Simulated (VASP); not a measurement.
# SnO (Pmn2_1) in VASP: notebook

The runs below take SnO through single point, with PBEsol+D3(BJ).

All numbers are computed with VASP 6.6.1; they aren't measurements. Logs are shortened: lines on timing, memory, paths and dates and some standing lists are left out, and cuts for length are marked.

### Step 1. The cell of the first run

It takes space group Pmn2_1 (No. 31, orthorhombic). The conventional cell has a = 3.300 Å, b = 5.598 Å, c = 3.630 Å, α = 90.00°, β = 90.00°, γ = 90.00°. Within 2.8 Å of Sn (site symmetry m) lie 3 O at 2.13 to 2.15 Å. Within 3.1 Å of O (site symmetry m) lie 5 Sn at 2.13 to 3.00 Å and 4 O at 2.81 Å.

### Step 2. Single point, PBEsol+D3(BJ)

Contents of INCAR:

```
SYSTEM = SnO
PREC = Accurate
ENCUT = 520
EDIFF = 1E-6
ISMEAR = 0
SIGMA = 0.02
LREAL = .False.
LASPH = .True.
NELM = 60
ALGO = Normal
ISIF = 2
LWAVE = .False.
LCHARG = .False.
GGA = PS
IVDW = 12
NBANDS = 28
```

Contents of KPOINTS:

```
Automatic mesh
0
Gamma
  8 6 8
  0 0 0
```

Contents of POSCAR:

```
SnO
1.0
    3.2998498155      0.0000000000      0.0000000000
    0.0000000000      5.5976080479      0.0000000000
    0.0000000000      0.0000000000      3.6297435972
Sn O
2 2
Direct
    0.0000000000      0.2426998134      0.5421031601
    0.5000000000      0.7573001866      0.0421031601
    0.0000000000      0.8768136142      0.7078978399
    0.5000000000      0.1231863858      0.2078978399
```

Potentials or basis: VASP PAW PBE potentials, release 64 (Sn_d, O).

Run with:

```sh
$ cat potpaw_PBE.64/Sn_d/POTCAR potpaw_PBE.64/O/POTCAR > POTCAR
$ mpirun -np 1 vasp_std > vasp.out
```

OUTCAR:

```text
SYSTEM = SnO
   PREC = Accurate
   ENCUT = 520
   EDIFF = 1E-6
   ISMEAR = 0
   LREAL = .False.
   LASPH = .True.
   NELM = 60
   ISIF = 2
   GGA = PS
   IVDW = 12
 IVDW          = 12

 ion  position               nearest neighbor table
   1  0.000  0.243  0.542-   3 2.13   4 2.15   4 2.15   2 3.66   2 3.66   2 3.66   2 3.66
   2  0.500  0.757  0.042-   4 2.13   3 2.15   3 2.15   1 3.66   1 3.66   1 3.66   1 3.66
   3  0.000  0.877  0.708-   1 2.13   2 2.15   2 2.15
   4  0.500  0.123  0.208-   2 2.13   1 2.15   1 2.15

  LATTYP: Found a simple orthorhombic cell.
 ALAT       =     3.2998498155
 B/A-ratio  =     1.0999723624
 C/A-ratio  =     1.6963220634

  Lattice vectors:

 A1 = (  -3.2998498155,   0.0000000000,   0.0000000000)
 A2 = (   0.0000000000,   0.0000000000,   3.6297435972)
 A3 = (   0.0000000000,   5.5976080479,   0.0000000000)

Analysis of symmetry for initial positions (statically):
=====================================================================
 Subroutine PRICEL returns:
 Original cell was already a primitive cell.

 Routine SETGRP: Setting up the symmetry group for a
 simple orthorhombic supercell.

 Subroutine GETGRP returns: Found  4 space group operations
 (whereof  2 operations were pure point group operations)
 out of a pool of  8 trial point group operations.

The static configuration has the point symmetry C_1h.
 The point group associated with its full space group is C_2v.

Analysis of symmetry for dynamics (positions and initial velocities):
=====================================================================
 Subroutine PRICEL returns:
 Original cell was already a primitive cell.

 Routine SETGRP: Setting up the symmetry group for a
 simple orthorhombic supercell.

 Subroutine GETGRP returns: Found  4 space group operations
 (whereof  2 operations were pure point group operations)
 out of a pool of  8 trial point group operations.

The dynamic configuration has the point symmetry C_1h.
 The point group associated with its full space group is C_2v.

 Subroutine INISYM returns: Found  4 space group operations
 (whereof  2 operations are pure point group operations),
 and found     1 'primitive' translations

----------------------------------------------------------------------------------------

                                     Primitive cell

  volume of cell :      67.0460

  direct lattice vectors                    reciprocal lattice vectors
     3.299849816  0.000000000  0.000000000     0.303044095  0.000000000  0.000000000
     0.000000000  5.597608048  0.000000000     0.000000000  0.178647735  0.000000000
     0.000000000  0.000000000  3.629743597     0.000000000  0.000000000  0.275501554

  length of vectors
     3.299849816  5.597608048  3.629743597     0.303044095  0.178647735  0.275501554

  position of ions in fractional coordinates (direct lattice)
     0.000000000  0.242699813  0.542103160
     0.500000000  0.757300187  0.042103160
     0.000000000  0.876813614  0.707897840
     0.500000000  0.123186386  0.207897840

  ion indices of the primitive-cell ions
   primitive index   ion index
                 1           1
                 2           2
                 3           3
                 4           4

----------------------------------------------------------------------------------------

 KPOINTS: Automatic mesh

Automatic generation of k-mesh.
 Grid dimensions read from file:
 generate k-points for:    8    6    8

 Generating k-lattice:

  Cartesian coordinates                     Fractional coordinates (reciprocal lattice)
     0.037880512  0.000000000  0.000000000     0.125000000  0.000000000  0.000000000
     0.000000000  0.029774623  0.000000000     0.000000000  0.166666667  0.000000000
     0.000000000  0.000000000  0.034437694     0.000000000  0.000000000  0.125000000

  Length of vectors
     0.037880512  0.029774623  0.034437694

  Shift w.r.t. Gamma in fractional coordinates (k-lattice)
     0.000000000  0.000000000  0.000000000

 Subroutine IBZKPT returns following result:
 ===========================================

 Found    100 irreducible k-points:

 Following reciprocal coordinates:
            Coordinates               Weight
  0.000000  0.000000  0.000000      1.000000
  0.125000  0.000000  0.000000      2.000000
  0.250000  0.000000  0.000000      2.000000
  0.375000  0.000000  0.000000      2.000000
  0.500000  0.000000  0.000000      1.000000
  0.000000  0.166667  0.000000      2.000000
[... 16 lines left out ...]
  0.250000  0.000000  0.125000      4.000000
  0.375000  0.000000  0.125000      4.000000
 [... further k-points ...]
   k-points           NKPTS =    100   k-points in BZ     NKDIM =    100   number of bands    NBANDS=     28
   number of dos      NEDOS =    301   number of ions     NIONS =      4
   total plane-waves  NPLWV =  32928
   dimension x,y,z NGX =    28 NGY =   42 NGZ =   28
   dimension x,y,z NGXF=    56 NGYF=   84 NGZF=   56
   ions per type =               2   2
   NGX,Y,Z   is equivalent  to a cutoff of  14.11, 12.47, 12.82 a.u.
   NGXF,Y,Z  is equivalent  to a cutoff of  28.21, 24.95, 25.65 a.u.
 SYSTEM =  SnO
   PREC   = accura    normal or accurate (medium, high low for compatibility)
   ISTART =      0    job   : 0-new  1-cont  2-samecut
   ICHARG =      2    charge: 1-file 2-atom 10-const
   ISPIN  =      1    spin polarized calculation?
   LNONCOLLINEAR =      F non collinear calculations
   LSORBIT =      F    spin-orbit coupling
   LASPH  =      T    aspherical Exc in radial PAW
   ENCUT  =  520.0 eV  38.22 Ry    6.18 a.u.   6.14 10.41  6.75*2*pi/ulx,y,z
   NELM   =     60;   NELMIN=  2; NELMDL= -5     # of ELM steps
   EDIFF  = 0.1E-05   stopping-criterion for ELM
   LREAL  =      F    real-space projection
   EDIFFG = 0.1E-04   stopping-criterion for IOM
   NSW    =      0    number of steps for IOM
   IBRION =     -1    ionic relax: 0-MD 1-quasi-New 2-CG
   NFREE  =      0    steps in history (QN), initial steepest desc. (CG)
   ISIF   =      2    stress and relaxation
   ISYM   =      2    0-nonsym 1-usesym 2-fastsym
   POTIM  = 0.5000    time-step for ionic-motion
   TEBEG  =    0.0;   TEEND  =   0.0 temperature during run
   PSTRESS=    0.0 pullay stress
   NELECT =      40.0000    total number of electrons
   NUPDOWN=      -1.0000    fix difference up-down
   EMIN   =  10.00;   EMAX   =-10.00  energy-range for DOS
   EFERMI =   0.00;   METHOD = LEGACY
   ISMEAR =     0;   SIGMA  =   0.02  broadening in eV -4-tet -1-fermi 0-gaus
   EFERMI_NEDOS =   21; number of points for ismear=-14 and -15
   IALGO  =     38    algorithm
   IMIX   =      4    mixing-type and parameters
     AMIX     =   0.40;   BMIX     =  1.00
     AMIX_MAG =   1.60;   BMIX_MAG =  1.00
  volume/ion in A,a.u.               =      16.76       113.11
  Fermi-wavevector in a.u.,A,eV,Ry     =   1.378174  2.604371 25.842399  1.899363
  Thomas-Fermi vector in A             =   2.503260
   LORBIT       =      0    0 simple, 1 ext, 2 COOP (PROOUT), +10 PAW based schemes
   GGA     = PS    functional components
   LHFCALC =     F    Hartree Fock is set to
   AEXX    =    0.0000 exact exchange contribution
   IVDW    =    12    specifies the selected vdW correction
   LEPSILON=     F    determine dielectric tensor
   LRPA    =     F    only Hartree local field effects (RPA)
 non-spin polarized calculation
 Gauss-broadening in eV      SIGMA  =   0.02
  energy-cutoff  :      520.00
  volume of cell :       67.05
 maximum number of plane-waves:      1834
 NGX is ok and might be reduce to    28
   NGX = 13   NGY = 21   NGZ = 13

 number of electron      40.0000005 magnetization

 Free energy of the ion-electron system (eV)
  ---------------------------------------------------
  ext. energy  EPLUGINS =         0.00000000
  ---------------------------------------------------
  free energy    TOTEN  =       -23.79562315 eV

  energy without entropy =      -23.79562315  energy(sigma->0) =      -23.79562315

 E-fermi :   6.9256     XC(G=0): -10.7868

 val. band max:        6.8090013269   @ k =   0.0000   0.0000   0.0000
 cond. band min:       7.8003157957   @ k =   0.3750   0.5000   0.0000
 fundamental gap:      0.9913144687
 Fermi energy:         6.9256299966

 k-point     1 :       0.0000    0.0000    0.0000
  band No.  band energies     occupation
      1     -14.5234      2.00000
      2     -14.1759      2.00000
      3     -14.1234      2.00000
      4     -14.0296      2.00000
      5     -14.0120      2.00000
      6     -14.0004      2.00000
[... 20 lines left out ...]
     27      16.0331      0.00000
     28      16.7243      0.00000

 k-point     2 :       0.1250    0.0000    0.0000
  band No.  band energies     occupation
      1     -14.5129      2.00000
      2     -14.1649      2.00000
      3     -14.1116      2.00000
      4     -14.0763      2.00000
      5     -14.0115      2.00000
      6     -14.0085      2.00000
[... 20 lines left out ...]
     27      16.1664      0.00000
     28      16.9013      0.00000

 k-point     3 :       0.2500    0.0000    0.0000
  band No.  band energies     occupation
      1     -14.4980      2.00000
      2     -14.2602      2.00000
      3     -14.0796      2.00000
      4     -14.0616      2.00000
      5     -14.0299      2.00000
      6     -14.0130      2.00000
[... 20 lines left out ...]
     27      16.1681      0.00000
     28      16.9399      0.00000

 k-point     4 :       0.3750    0.0000    0.0000
  band No.  band energies     occupation
      1     -14.4910      2.00000
      2     -14.3879      2.00000
      3     -14.0470      2.00000
      4     -14.0351      2.00000
      5     -14.0297      2.00000
      6     -14.0184      2.00000
[... 578 lines left out ...]
     27      16.1662      0.00000
     28      17.9730      0.00000

 k-point    23 :       0.2500    0.0000    0.1250
  band No.  band energies     occupation
      1     -14.4992      2.00000
      2     -14.2877      2.00000
      3     -14.0689      2.00000
      4     -14.0570      2.00000
      5     -14.0334      2.00000
      6     -14.0131      2.00000
[... 20 lines left out ...]
     27      16.1643      0.00000
     28      17.9597      0.00000

 k-point    24 :       0.3750    0.0000    0.1250
  band No.  band energies     occupation
      1     -14.5013      2.00000
      2     -14.4100      2.00000
      3     -14.0420      2.00000
      4     -14.0334      2.00000
      5     -14.0292      2.00000
      6     -14.0160      2.00000
[... 20 lines left out ...]
     27      16.6333      0.00000
     28      18.0792      0.00000

 [... further k-points ...]

------------------------ aborting loop because EDIFF is reached ----------------------------------------

 Edisp (eV)   -0.90045

 E8    (eV) :    -0.5954

  FORCE on cell =-STRESS in cart. coord.  units (eV):
  Direction    XX          YY          ZZ          XY          YZ          ZX
  --------------------------------------------------------------------------------------
  -------------------------------------------------------------------------------------
  Total       0.14004     0.14765     0.05869     0.00000     0.00000     0.00000
  in kB       3.34656     3.52832     1.40251     0.00000     0.00000     0.00000
  external pressure =        2.76 kB  Pullay stress =        0.00 kB

 VOLUME and BASIS-vectors are now :
 -----------------------------------------------------------------------------
  energy-cutoff  :      520.00
  volume of cell :       67.05
      direct lattice vectors                 reciprocal lattice vectors
     3.299849816  0.000000000  0.000000000     0.303044095  0.000000000  0.000000000
     0.000000000  5.597608048  0.000000000     0.000000000  0.178647735  0.000000000
     0.000000000  0.000000000  3.629743597     0.000000000  0.000000000  0.275501554

 POSITION                                       TOTAL-FORCE (eV/Angst)
 -----------------------------------------------------------------------------------
      0.00000      1.35854      1.96770         0.000000      0.080768      0.034732
      1.64992      4.23907      0.15282         0.000000     -0.080768      0.034732
      0.00000      4.90806      2.56949         0.000000     -0.000937     -0.034732
      1.64992      0.68955      0.75462         0.000000      0.000937     -0.034732
 -----------------------------------------------------------------------------------
    total drift:                                0.000000      0.000000      0.000880

  FREE ENERGIE OF THE ION-ELECTRON SYSTEM (eV)
  ---------------------------------------------------
  free  energy   TOTEN  =       -24.6960757624 eV

  energy  without entropy=      -24.6960757624  energy(sigma->0) =      -24.69607576
```

It took 65 s on 1 thread of Intel Xeon 6975P-C (Granite Rapids), shared host; peak memory 0.29 GiB.

Results:

```yaml
Free_energy: -24.6961 eV
Pressure: 0.3 GPa
Largest_force: 0.088 eV/Å
Band_gap_on_the_k_mesh: 0.99 eV (least direct gap 1.62 eV)
Dispersion_energy_per_atom: -0.225 eV
```

Forces in eV/Å, atoms in the order of the input:
```
Sn   0.000  0.081  0.035
Sn   0.000 -0.081  0.035
O    0.000 -0.001 -0.035
O    0.000  0.001 -0.035
```

Levels at points of the mesh, in eV from the valence-band top:
| k point | band 18 | band 19 | band 20 | band 21 | band 22 | band 23 |
| --- | --- | --- | --- | --- | --- | --- |
| (0.00, 0.00, 0.00) | -2.87 | -2.48 | 0.00 | 3.21 | 3.80 | 6.56 |
| (0.50, 0.00, 0.00) | -3.01 | -1.38 | -1.38 | 2.41 | 2.41 | 5.94 |
| (0.00, 0.50, 0.00) | -2.92 | -2.20 | -1.80 | 3.20 | 4.84 | 5.31 |
| (0.50, 0.50, 0.00) | -2.96 | -1.42 | -1.42 | 2.03 | 2.03 | 6.34 |
| (0.00, 0.00, 0.50) | -3.41 | -1.43 | -1.43 | 2.32 | 2.32 | 5.82 |
| (0.50, 0.00, 0.50) | -3.99 | -1.62 | -1.62 | 1.97 | 1.97 | 4.71 |
| (0.00, 0.50, 0.50) | -3.34 | -1.67 | -1.67 | 1.97 | 1.97 | 5.98 |
| (0.50, 0.50, 0.50) | -4.32 | -0.65 | -0.65 | 2.13 | 2.13 | 4.20 |

Caveat: the PAW data sets were made with another functional, which shifts forces and pressure a little; spin-orbit coupling is left out, which moves the levels of the heavy elements. A k mesh can miss the band edges.

### Step 3. Single point, PBEsol+D3(BJ)

Contents of INCAR:

```
  PREC = Accurate
  ENCUT = 520
  EDIFF = 1E-6
  ISMEAR = 0
  SIGMA = 0.02
  LREAL = False
  LASPH = True
  NELM = 80
  ALGO = Normal
  ISIF = 2
  LWAVE = False
  LCHARG = False
  GGA = PS
  IVDW = 12
  NBANDS = 28
```

Contents of KPOINTS:

```
Automatic mesh
0
Gamma
  8 6 8
```

POSCAR is that of step 2.

Potentials or basis: VASP PAW PBE potentials, release 64 (Sn_d, O).

Run with:

```sh
$ cat potpaw_PBE.64/Sn_d/POTCAR potpaw_PBE.64/O/POTCAR > POTCAR
$ mpirun -np 1 vasp_std > vasp.out
```

It took 64 s on 1 thread of Intel Xeon 6975P-C (Granite Rapids), shared host; peak memory 0.29 GiB.

The run converged. Its results:

```yaml
Free_energy: -24.6961 eV
Pressure: 0.3 GPa
Largest_force: 0.088 eV/Å
Band_gap_on_the_k_mesh: 0.99 eV (least direct gap 1.62 eV)
Dispersion_energy_per_atom: -0.225 eV
```

Forces on the atoms (eV/Å):
```
Sn   0.000  0.081  0.035
Sn   0.000 -0.081  0.035
O    0.000 -0.001 -0.035
O    0.000  0.001 -0.035
```

Stress tensor (GPa, compression positive):
```
0.33 0.00 0.00
0.00 0.35 0.00
0.00 0.00 0.14
```

Levels at points of the mesh, in eV from the valence-band top:
```
           k point  band 18  band 19  band 20  band 21  band 22  band 23
(0.00, 0.00, 0.00)    -2.87    -2.48     0.00     3.21     3.80     6.56
(0.50, 0.00, 0.00)    -3.01    -1.38    -1.38     2.41     2.41     5.94
(0.00, 0.50, 0.00)    -2.92    -2.20    -1.80     3.20     4.84     5.31
(0.50, 0.50, 0.00)    -2.96    -1.42    -1.42     2.03     2.03     6.34
(0.00, 0.00, 0.50)    -3.41    -1.43    -1.43     2.32     2.32     5.82
(0.50, 0.00, 0.50)    -3.99    -1.62    -1.62     1.97     1.97     4.71
(0.00, 0.50, 0.50)    -3.34    -1.67    -1.67     1.97     1.97     5.98
(0.50, 0.50, 0.50)    -4.32    -0.65    -0.65     2.13     2.13     4.20
```

Caveat: the PAW data sets were made with another functional, which shifts forces and pressure a little; spin-orbit coupling is left out, which moves the levels of the heavy elements. A k mesh can miss the band edges.

### Step 4. Single point, PBEsol+D3(BJ) (17.26 Å³/atom)

This run uses another cell than the first one, of 17.26 Å³/atom.

Contents of INCAR:

```
PREC = Accurate ; ENCUT = 520
EDIFF = 1E-6 ; ISMEAR = 0
SIGMA = 0.02 ; LREAL = False
LASPH = True ; NELM = 60
ALGO = Normal ; ISIF = 2
LWAVE = False ; LCHARG = True
GGA = PS ; IVDW = 12
LELF = True ; LVHAR = True
NBANDS = 28
```

KPOINTS is that of step 3.

Contents of POSCAR:

```
SnO
1.0
    3.3117170715      0.0000000000      0.0000000000
    0.0000000000      5.6470960196      0.0000000000
    0.0000000000      0.0000000000      3.6925929251
Sn O
2 2
Direct
    0.0000000000      0.2394838743      0.5377158705
    0.5000000000      0.7605161257      0.0377158705
    0.0000000000      0.8790975191      0.7122851295
    0.5000000000      0.1209024809      0.2122851295
```

Run with:

```sh
$ cat potpaw_PBE.64/Sn_d/POTCAR potpaw_PBE.64/O/POTCAR > POTCAR
$ mpirun -np 1 vasp_std > vasp.out
```

Wall time 72 s (1 thread of Intel Xeon 6975P-C (Granite Rapids), shared host); peak memory 0.3 GiB.

The run converged. Its results:

```yaml
Free_energy: -24.6906 eV
Pressure: -0.6 GPa
Largest_force: 0.086 eV/Å
Band_gap_on_the_k_mesh: 1.07 eV (least direct gap 1.70 eV)
Dispersion_energy_per_atom: -0.218 eV
```

Forces on the atoms (eV/Å):
```
Sn   0.000  0.081  0.030
Sn   0.000 -0.081  0.030
O    0.000 -0.002 -0.030
O    0.000  0.002 -0.030
```

Stress tensor (GPa, compression positive):
```
-0.57  0.00  0.00
 0.00 -0.51  0.00
 0.00  0.00 -0.63
```

Levels at points of the mesh, in eV from the valence-band top:
| k point | band 16 | band 17 | band 18 | band 19 | band 20 | band 21 | band 22 | band 23 | band 24 | band 25 |
| --- | --- | --- | --- | --- | --- | --- | --- | --- | --- | --- |
| (0.00, 0.00, 0.00) | -4.32 | -3.99 | -2.83 | -2.40 | 0.00 | 3.20 | 3.66 | 6.48 | 6.66 | 7.80 |
| (0.50, 0.00, 0.00) | -4.55 | -2.93 | -2.93 | -1.35 | -1.35 | 2.43 | 2.43 | 5.89 | 5.89 | 7.16 |
| (0.00, 0.50, 0.00) | -4.27 | -3.99 | -2.87 | -2.10 | -1.72 | 3.24 | 4.75 | 5.20 | 5.90 | 6.80 |
| (0.50, 0.50, 0.00) | -4.18 | -2.90 | -2.90 | -1.32 | -1.32 | 2.00 | 2.00 | 6.36 | 6.36 | 7.26 |
| (0.00, 0.00, 0.50) | -4.06 | -3.38 | -3.38 | -1.44 | -1.44 | 2.34 | 2.34 | 5.71 | 5.71 | 7.80 |
| (0.50, 0.00, 0.50) | -4.44 | -3.87 | -3.87 | -1.48 | -1.48 | 2.05 | 2.05 | 4.65 | 4.65 | 6.98 |
| (0.00, 0.50, 0.50) | -3.37 | -3.27 | -3.27 | -1.61 | -1.61 | 1.94 | 1.94 | 5.95 | 5.95 | 7.64 |
| (0.50, 0.50, 0.50) | -4.63 | -4.17 | -4.17 | -0.60 | -0.60 | 2.22 | 2.22 | 4.18 | 4.18 | 6.21 |

Caveat: the PAW data sets were made with another functional, which shifts forces and pressure a little; spin-orbit coupling is left out, which moves the levels of the heavy elements.
